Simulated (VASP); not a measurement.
# Ta (Im-3m) in VASP: a series of runs

Aim: see how the results for Ta move with the level of theory and the settings. Levels: revPBE, PBEsol, BLYP. Tasks: single point.

Everything below comes from runs of VASP 6.6.1. Logs are shortened: lines on timing, memory, paths and dates and some standing lists are left out, and cuts for length are marked.

## Step 1: The cell of the first run

It takes space group Im-3m (No. 229, cubic). Conventional cell: a = 3.303 Å, b = 3.303 Å, c = 3.303 Å, α = 90.00°, β = 90.00°, γ = 90.00°. Ta (site symmetry m-3m) has 14 Ta at 2.86 to 3.30 Å within 3.8 Å.

## Step 2: Single point, revPBE

INCAR reads:

```
SYSTEM = Ta
  PREC = Accurate
  ENCUT = 500
  EDIFF = 1E-6
  ISMEAR = 0
  SIGMA = 0.1
  LREAL = .False.
  LASPH = .True.
  NELM = 120
  ALGO = Normal
  ISIF = 2
  LWAVE = .False.
  LCHARG = .False.
  GGA = RE
  NBANDS = 12
  GGA_COMPAT = .False.
```

KPOINTS reads:

```
Automatic mesh
0
Gamma
  12 12 12
  0 0 0
```

POSCAR reads:

```
Ta
1.0
   -1.6512800000      1.6512800000      1.6512800000
    1.6512800000     -1.6512800000      1.6512800000
    1.6512800000      1.6512800000     -1.6512800000
Ta
1
Direct
    0.0000000000      0.0000000000      0.0000000000
```

Potentials or basis: VASP PAW PBE potentials, release 64 (Ta_pv).

The run is started by

```sh
> cat potpaw_PBE.64/Ta_pv/POTCAR > POTCAR
> mpirun -np 1 vasp_std > vasp.out
```

OUTCAR:

```text
SYSTEM = Ta
   PREC = Accurate
   ENCUT = 500
   EDIFF = 1E-6
   ISMEAR = 0
   LREAL = .False.
   LASPH = .True.
   NELM = 120
   ISIF = 2
   GGA = RE

 ion  position               nearest neighbor table
   1  0.000  0.000  0.000-

  LATTYP: Found a body centered cubic cell.
 ALAT       =     3.3025600000

  Lattice vectors:

 A1 = (  -1.6512800000,   1.6512800000,   1.6512800000)
 A2 = (   1.6512800000,  -1.6512800000,   1.6512800000)
 A3 = (   1.6512800000,   1.6512800000,  -1.6512800000)

Analysis of symmetry for initial positions (statically):
=====================================================================
 Subroutine PRICEL returns:
 Original cell was already a primitive cell.

 Routine SETGRP: Setting up the symmetry group for a
 body centered cubic supercell.

 Subroutine GETGRP returns: Found 48 space group operations
 (whereof 48 operations were pure point group operations)
 out of a pool of 48 trial point group operations.

The static configuration has the point symmetry O_h .

Analysis of symmetry for dynamics (positions and initial velocities):
=====================================================================
 Subroutine PRICEL returns:
 Original cell was already a primitive cell.

 Routine SETGRP: Setting up the symmetry group for a
 body centered cubic supercell.

 Subroutine GETGRP returns: Found 48 space group operations
 (whereof 48 operations were pure point group operations)
 out of a pool of 48 trial point group operations.

The dynamic configuration has the point symmetry O_h .

 Subroutine INISYM returns: Found 48 space group operations
 (whereof 48 operations are pure point group operations),
 and found     1 'primitive' translations

----------------------------------------------------------------------------------------

                                     Primitive cell

  volume of cell :      18.0104

  direct lattice vectors                    reciprocal lattice vectors
    -1.651280000  1.651280000  1.651280000     0.000000000  0.302795407  0.302795407
     1.651280000 -1.651280000  1.651280000     0.302795407  0.000000000  0.302795407
     1.651280000  1.651280000 -1.651280000     0.302795407  0.302795407  0.000000000

  length of vectors
     2.860100858  2.860100858  2.860100858     0.428217371  0.428217371  0.428217371

  position of ions in fractional coordinates (direct lattice)
     0.000000000  0.000000000  0.000000000

  ion indices of the primitive-cell ions
   primitive index   ion index
                 1           1

----------------------------------------------------------------------------------------

 KPOINTS: Automatic mesh

Automatic generation of k-mesh.
 Grid dimensions read from file:
 generate k-points for:   12   12   12

 Generating k-lattice:

  Cartesian coordinates                     Fractional coordinates (reciprocal lattice)
     0.000000000  0.025232951  0.025232951     0.083333333  0.000000000  0.000000000
     0.025232951  0.000000000  0.025232951     0.000000000  0.083333333  0.000000000
     0.025232951  0.025232951  0.000000000     0.000000000  0.000000000  0.083333333

  Length of vectors
     0.035684781  0.035684781  0.035684781

  Shift w.r.t. Gamma in fractional coordinates (k-lattice)
     0.000000000  0.000000000  0.000000000

 Subroutine IBZKPT returns following result:
 ===========================================

 Found     72 irreducible k-points:

 Following reciprocal coordinates:
            Coordinates               Weight
  0.000000  0.000000  0.000000      1.000000
  0.083333  0.000000  0.000000     12.000000
  0.166667  0.000000  0.000000     12.000000
  0.250000  0.000000  0.000000     12.000000
  0.333333  0.000000  0.000000     12.000000
  0.416667  0.000000  0.000000     12.000000
[... 16 lines left out ...]
  0.333333  0.083333  0.083333     24.000000
  0.416667  0.083333  0.083333     12.000000
 [... further k-points ...]
   k-points           NKPTS =     72   k-points in BZ     NKDIM =     72   number of bands    NBANDS=     12
   number of dos      NEDOS =    301   number of ions     NIONS =      1
   total plane-waves  NPLWV =  13824
   dimension x,y,z NGX =    24 NGY =   24 NGZ =   24
   dimension x,y,z NGXF=    48 NGYF=   48 NGZF=   48
   ions per type =               1
   NGX,Y,Z   is equivalent  to a cutoff of  13.95, 13.95, 13.95 a.u.
   NGXF,Y,Z  is equivalent  to a cutoff of  27.90, 27.90, 27.90 a.u.
 SYSTEM =  Ta
   PREC   = accura    normal or accurate (medium, high low for compatibility)
   ISTART =      0    job   : 0-new  1-cont  2-samecut
   ICHARG =      2    charge: 1-file 2-atom 10-const
   ISPIN  =      1    spin polarized calculation?
   LNONCOLLINEAR =      F non collinear calculations
   LSORBIT =      F    spin-orbit coupling
   LASPH  =      T    aspherical Exc in radial PAW
   ENCUT  =  500.0 eV  36.75 Ry    6.06 a.u.   5.21  5.21  5.21*2*pi/ulx,y,z
   NELM   =    120;   NELMIN=  2; NELMDL= -5     # of ELM steps
   EDIFF  = 0.1E-05   stopping-criterion for ELM
   LREAL  =      F    real-space projection
   EDIFFG = 0.1E-04   stopping-criterion for IOM
   NSW    =      0    number of steps for IOM
   IBRION =     -1    ionic relax: 0-MD 1-quasi-New 2-CG
   NFREE  =      0    steps in history (QN), initial steepest desc. (CG)
   ISIF   =      2    stress and relaxation
   ISYM   =      2    0-nonsym 1-usesym 2-fastsym
   POTIM  = 0.5000    time-step for ionic-motion
   TEBEG  =    0.0;   TEEND  =   0.0 temperature during run
   PSTRESS=    0.0 pullay stress
   NELECT =      11.0000    total number of electrons
   NUPDOWN=      -1.0000    fix difference up-down
   EMIN   =  10.00;   EMAX   =-10.00  energy-range for DOS
   EFERMI =   0.00;   METHOD = LEGACY
   ISMEAR =     0;   SIGMA  =   0.10  broadening in eV -4-tet -1-fermi 0-gaus
   EFERMI_NEDOS =   21; number of points for ismear=-14 and -15
   IALGO  =     38    algorithm
   IMIX   =      4    mixing-type and parameters
     AMIX     =   0.40;   BMIX     =  1.00
     AMIX_MAG =   1.60;   BMIX_MAG =  1.00
  volume/ion in A,a.u.               =      18.01       121.54
  Fermi-wavevector in a.u.,A,eV,Ry     =   1.388988  2.624806 26.249534  1.929286
  Thomas-Fermi vector in A             =   2.513061
   LORBIT       =      0    0 simple, 1 ext, 2 COOP (PROOUT), +10 PAW based schemes
   GGA     = RE    functional components
   LHFCALC =     F    Hartree Fock is set to
   AEXX    =    0.0000 exact exchange contribution
   IVDW    =     0    specifies the selected vdW correction
   LEPSILON=     F    determine dielectric tensor
   LRPA    =     F    only Hartree local field effects (RPA)
 non-spin polarized calculation
 Gauss-broadening in eV      SIGMA  =   0.10
  energy-cutoff  :      500.00
  volume of cell :       18.01
 maximum number of plane-waves:       470
 NGX is ok and might be reduce to    24
   NGX = 11   NGY = 11   NGZ = 11

 number of electron      11.0000002 magnetization

 Free energy of the ion-electron system (eV)
  ---------------------------------------------------
  ext. energy  EPLUGINS =         0.00000000
  ---------------------------------------------------
  free energy    TOTEN  =       -11.40032672 eV

  energy without entropy =      -11.39053316  energy(sigma->0) =      -11.39542994

 E-fermi :   5.5314     XC(G=0): -12.5778

 val. band max:        5.5185605290   @ k =  -0.4167   0.5000   0.0833
 cond. band min:       5.5491125015   @ k =   0.3333   0.0000   0.0000
 fundamental gap:      0.0305519725
 Fermi energy:         5.5313717350

 k-point     1 :       0.0000    0.0000    0.0000
  band No.  band energies     occupation
      1     -27.5270      2.00000
      2     -27.5270      2.00000
      3     -27.5270      2.00000
      4      -2.3653      2.00000
      5       6.3063      0.00000
      6       6.3063      0.00000
      7       6.3063      0.00000
      8       9.5820      0.00000
      9       9.5820      0.00000
     10      20.3124      0.00000
     11      20.5339      0.00000
     12      20.5339      0.00000

 k-point     2 :       0.0833    0.0000    0.0000
  band No.  band energies     occupation
      1     -27.6122      2.00000
      2     -27.5532      2.00000
      3     -27.5275      2.00000
      4      -2.0574      2.00000
      5       6.1072      0.00000
      6       6.2403      0.00000
      7       6.6096      0.00000
      8       9.2783      0.00000
      9       9.5835      0.00000
     10      20.3125      0.00000
     11      20.8044      0.00000
     12      21.0749      0.00000

 k-point     3 :       0.1667    0.0000    0.0000
  band No.  band energies     occupation
      1     -27.8394      2.00000
      2     -27.6241      2.00000
      3     -27.5287      2.00000
      4      -1.2081      2.00000
      5       5.6099      0.26694
      6       5.9269      0.00000
      7       7.4983      0.00000
      8       8.9016      0.00000
      9       9.6232      0.00000
     10      20.3120      0.00000
     11      21.2543      0.00000
     12      22.5867      0.00000
[... 286 lines left out ...]
 k-point    23 :       0.3333    0.0833    0.0833
  band No.  band energies     occupation
      1     -28.5709      2.00000
      2     -27.9218      2.00000
      3     -27.6103      2.00000
      4       1.7842      2.00000
      5       4.0400      2.00000
      6       5.7821      0.00039
      7       9.7163      0.00000
      8      10.4146      0.00000
      9      13.5469      0.00000
     10      17.1329      0.00000
     11      18.6305      0.00000
     12      20.3168      0.00000

 k-point    24 :       0.4167    0.0833    0.0833
  band No.  band energies     occupation
      1     -28.6203      2.00000
      2     -27.9595      2.00000
      3     -27.6126      2.00000
      4       1.8042      2.00000
      5       3.9447      2.00000
      6       6.4324      0.00000
      7       9.7202      0.00000
      8      10.5367      0.00000
      9      14.3375      0.00000
     10      16.1266      0.00000
     11      18.1718      0.00000
     12      20.3162      0.00000

 [... further k-points ...]

------------------------ aborting loop because EDIFF is reached ----------------------------------------

  FORCE on cell =-STRESS in cart. coord.  units (eV):
  Direction    XX          YY          ZZ          XY          YZ          ZX
  --------------------------------------------------------------------------------------
  -------------------------------------------------------------------------------------
  Total        0.5505510      0.5505510      0.5505510     -0.0000000     -0.0000000     -0.0000000
  in kB       48.9762983     48.9762983     48.9762983     -0.0000000     -0.0000000     -0.0000000
  external PRESSURE =      48.9762983 kB  Pullay stress =       0.0000000 kB

 VOLUME and BASIS-vectors are now :
 -----------------------------------------------------------------------------
  energy-cutoff  :      500.00
  volume of cell :       18.01
      direct lattice vectors                 reciprocal lattice vectors
    -1.651280000  1.651280000  1.651280000     0.000000000  0.302795407  0.302795407
     1.651280000 -1.651280000  1.651280000     0.302795407  0.000000000  0.302795407
     1.651280000  1.651280000 -1.651280000     0.302795407  0.302795407  0.000000000

 POSITION                                       TOTAL-FORCE (eV/Angst)
 -----------------------------------------------------------------------------------
      0.00000      0.00000      0.00000        -0.000000      0.000000     -0.000000
 -----------------------------------------------------------------------------------
    total drift:                                0.000000      0.000000      0.000000

  FREE ENERGIE OF THE ION-ELECTRON SYSTEM (eV)
  ---------------------------------------------------
  free  energy   TOTEN  =       -11.4003267233 eV

  energy  without entropy=      -11.3905331572  energy(sigma->0) =      -11.39542994
```

It took 7.9 s on 1 thread of Intel Xeon Platinum 8488C (Sapphire Rapids), shared host; peak memory 0.15 GiB.

Results:

| Quantity | Value |
| --- | --- |
| Free energy | -11.4003 eV |
| Pressure | 4.9 GPa |

Levels at points of the mesh, in eV from the Fermi level:
```tsv
k point	band 3	band 4	band 5	band 6	band 7	band 8
(0.00, 0.00, 0.00)	-33.06	-7.90	0.77	0.77	0.77	4.05
(0.50, 0.00, 0.00)	-33.07	-4.35	-1.51	1.58	3.94	4.96
(0.50, 0.50, 0.50)	-33.87	-3.78	-3.78	6.87	6.87	6.87
```

Caveat: the PAW data sets were made with another functional, which shifts forces and pressure a little; spin-orbit coupling is left out, which moves the levels of the heavy elements.

## Step 3: Single point, PBEsol

INCAR reads:

```
PREC = Accurate ; ENCUT = 500
EDIFF = 1E-6 ; ISMEAR = 0
SIGMA = 0.1 ; LREAL = False
LASPH = True ; NELM = 120
ALGO = Normal ; ISIF = 2
LWAVE = False ; LCHARG = False
GGA = PS ; NBANDS = 12
GGA_COMPAT = False
```

KPOINTS reads:

```
regular mesh
0
Gamma
  12 12 12
```

POSCAR is that of step 2.

Potentials or basis: VASP PAW PBE potentials, release 64 (Ta_pv).

The run is started by

```sh
> cat potpaw_PBE.64/Ta_pv/POTCAR > POTCAR
> mpirun -np 1 vasp_std > vasp.out
```

It took 12 s on 1 thread of Intel Xeon Platinum 8488C (Sapphire Rapids), shared host; peak memory 0.15 GiB.

It converged, with:

| Item | Value |
| --- | --- |
| Free energy | -12.5447 eV |
| Pressure | -4.6 GPa |

Levels at points of the mesh, in eV from the Fermi level:
```csv
k point,band 3,band 4,band 5,band 6,band 7,band 8
"(0.00, 0.00, 0.00)",-32.99,-7.91,0.75,0.75,0.75,4.02
"(0.50, 0.00, 0.00)",-33.00,-4.37,-1.53,1.63,3.90,4.93
"(0.50, 0.50, 0.50)",-33.81,-3.79,-3.79,6.87,6.87,6.87
```

Caveat: the PAW data sets were made with another functional, which shifts forces and pressure a little; spin-orbit coupling is left out, which moves the levels of the heavy elements.

## Step 4: Single point, BLYP

INCAR reads:

```
SYSTEM = Ta
  PREC = Accurate
  ENCUT = 500
  EDIFF = 1E-6
  ISMEAR = 0
  SIGMA = 0.1
  LREAL = .False.
  LASPH = .True.
  NELM = 120
  ALGO = Normal
  ISIF = 2
  LWAVE = .False.
  LCHARG = .True.
  GGA = B5
  ALDAX = 1.0
  AGGAX = 1.0
  AGGAC = 1.0
  ALDAC = 0.0
  LELF = .True.
  LVHAR = .True.
  NBANDS = 12
  GGA_COMPAT = .False.
```

KPOINTS reads:

```
regular mesh
0
Gamma
  12 12 12
  0 0 0
```

POSCAR is that of step 3.

The run is started by

```sh
> cat potpaw_PBE.64/Ta_pv/POTCAR > POTCAR
> mpirun -np 1 vasp_std > vasp.out
```

Wall time 13 s (1 thread of Intel Xeon Platinum 8488C (Sapphire Rapids), shared host); peak memory 0.15 GiB.

Results (log left out):

* Free energy: -10.2728 eV
* Pressure: 8.9 GPa

Levels at points of the mesh, in eV from the Fermi level:
```
           k point  band 3  band 4  band 5  band 6  band 7  band 8
(0.00, 0.00, 0.00)  -32.95   -7.78    0.61    0.61    0.61    3.90
(0.50, 0.00, 0.00)  -32.96   -4.36   -1.63    1.83    3.76    4.76
(0.50, 0.50, 0.50)  -33.79   -3.81   -3.81    6.68    6.68    6.68
```

Caveat: the PAW data sets were made with another functional, which shifts forces and pressure a little; spin-orbit coupling is left out, which moves the levels of the heavy elements.

## Step 5: The runs side by side

| level | gap on the mesh (eV) | pressure (GPa) |
| --- | --- | --- |
| revPBE | none | 4.9 |
| PBEsol | none | -4.6 |
| BLYP | none | 8.9 |

Alike in all rows: task single point; potentials or basis VASP PAW PBE potentials, release 64 (Ta_pv); no spin polarisation; cell as given; k mesh 12 × 12 × 12; cutoff (eV) 500; smearing gaussian 0.1 eV.

Every run on the cell as given and a fine mesh finds a metal. The pressure there spans -4.6 GPa (PBEsol) to 8.9 GPa (BLYP); a positive pressure means that this level wants a larger cell, a negative one a smaller.

Caveats: the PAW data sets were made with another functional, which shifts forces and pressure a little; spin-orbit coupling is left out, which moves the levels of the heavy elements.

Absolute energies hang on the potentials; compare differences alone.
